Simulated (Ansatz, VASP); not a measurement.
## Zr2PbO in VASP and in Ansatz

```
Zr Pb O
1.0
     3.48917    0.00000    0.00000
    -1.74459    3.02171    0.00000
     0.00000    0.00000    7.11478
Zr Pb O
2 1 1
Direct
  0.33333 0.66667 0.15688
  0.66667 0.33333 0.84312
  0.00000 0.00000 0.50000
  0.00000 0.00000 0.00000
```

Alike in both runs: functional PBE; k mesh 6 × 6 × 4; occupations gaussian, width 0.1 eV; no spin polarisation.

Ansatz relaxed the structure, and its values are those at the end. VASP's run is a single point on that final structure, the one shown.

|  | VASP | Ansatz |
| --- | --- | --- |
| version | VASP 6.6.1 | Ansatz 0.2.0 |
| potentials or method | VASP PAW PBE potentials, release 64 (Zr_sv, Pb_d, O), cutoff 520 eV | scalar-relativistic, plane waves, PAW |
| valence electrons in the cell | 44 | 44 |

|  | VASP | Ansatz | Ansatz less VASP |
| --- | --- | --- | --- |
| gap on the k mesh at the Fermi level (eV) | none | none | - |
| pressure (GPa) | 0.1 | 0.0 | -0.10 |
| rms of the force components (eV/Å) | 0.022 | 0.012 | -0.0101 |

A gap of «none» marks a metal or a gap that the smearing closes.

Spin-orbit coupling is off throughout.
